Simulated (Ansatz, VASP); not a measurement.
# Sn in VASP and in Ansatz

```
Sn
1.0
     2.25953    1.30454    4.19002
    -2.25953    1.30454    4.19002
     0.00000   -2.60908    4.19002
Sn
2
Direct
  0.22754 0.22754 0.22754
  0.77246 0.77246 0.77246
```

Alike in both runs: task relaxation of cell and atoms; functional r2SCAN; k mesh 6 × 6 × 6; occupations gaussian, width 0.1 eV; no spin polarisation.

```csv
,VASP,Ansatz
version,VASP 6.6.1,Ansatz 0.2.0
potentials or method,"VASP PAW PBE potentials, release 64 (Sn_d), cutoff 600 eV","scalar-relativistic, plane waves, PAW"
valence electrons in the cell,28,28
```

Ansatz gave:

```
gap on the k mesh at the Fermi level, each at its own relaxed structure (eV) : none
relaxed volume (Å³/atom)                                                     : 28.63
relaxed cell length with the largest relative difference (Å)                 : 4.372
```

Q: What did VASP give for the same quantities?

A: gap on the k mesh at the Fermi level, each at its own relaxed structure (eV): none; relaxed volume (Å³/atom): 28.68; relaxed cell length with the largest relative difference (Å): 4.303.

VASP's potentials were made for PBE, not for r2SCAN. A gap of «none» marks a metal or a gap that the smearing closes.

Noted on VASP's run: the volume moved by over 15 % at a fixed basis, so the end points are rough.
